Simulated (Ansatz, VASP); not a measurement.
# Two plane-wave programs on KH8O4F

```
CELL_PARAMETERS angstrom
5.97396 0.00000 0.00000
0.00000 5.97396 0.00000
0.00000 0.00000 5.97396
ATOMIC_POSITIONS crystal
O 0.13526 0.67248 0.63077
O 0.95566 0.14739 0.00916
O 0.40497 0.56581 0.02394
O 0.55908 0.85588 0.48179
H 0.01632 0.77474 0.58554
H 0.13465 0.54954 0.50975
H 0.02343 0.23120 0.13966
H 0.04674 0.01330 0.99539
H 0.31280 0.48793 0.13953
H 0.29351 0.61246 0.91177
H 0.40909 0.81304 0.53721
H 0.54650 0.82542 0.32106
K 0.69686 0.31215 0.68399
F 0.13837 0.36884 0.34088
```

Alike in both runs: functional PBE; dispersion D3(BJ); k mesh 1 × 1 × 1; occupations fermi-dirac, width 0.05 eV; no spin polarisation.

Ansatz relaxed the structure, and its values are those at the end. VASP's run is a single point on that final structure, the one shown.

|  | VASP | Ansatz |
| --- | --- | --- |
| version | VASP 6.6.1 | Ansatz 0.2.0 |
| potentials or method | VASP PAW PBE potentials, release 64 (O, H, K_sv, F), cutoff 520 eV | scalar-relativistic, plane waves, PAW |
| valence electrons in the cell | 48 | 48 |

|  | VASP | Ansatz | Ansatz less VASP |
| --- | --- | --- | --- |
| gap on the k mesh at the Fermi level (eV) | 4.49 | 4.50 | +0.009 |
| rms of the force components (eV/Å) | 0.073 | 0.103 | +0.0305 |

Ansatz's warnings: xc potential rough in thin density.
